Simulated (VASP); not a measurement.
GaN:

```
CELL_PARAMETERS angstrom
0.00000 2.27424 2.27424
2.27424 0.00000 2.27424
2.27424 2.27424 0.00000
ATOMIC_POSITIONS crystal
Ga 0.00000 0.00000 0.00000
N 0.75000 0.75000 0.75000
```

Base run:

| Item | Value |
| --- | --- |
| Program | VASP 6.6.1 |
| Functional | r2SCAN |
| Potentials or basis | VASP PAW PBE potentials, release 64 (Ga_d, N) |
| Cutoff | 520 eV |
| k mesh | 10 × 10 × 10 |
| Occupations | gaussian, width 0.02 eV |
| Spin | no spin polarisation |

Its results: band gap on the k mesh 1.94 eV, direct; pressure -5.2 GPa.

Task: The run is repeated on the same cell with these changes: functional from r2SCAN to PBE. What comes out?

Result: Band gap on the k mesh 1.55 eV, direct; pressure 0.1 GPa.

r2SCAN gives the wider gap, since meta-GGAs in the generalised Kohn-Sham scheme recover part of the derivative discontinuity.

Caveats: the PAW data sets were made with another functional, which shifts forces and pressure a little (some runs).

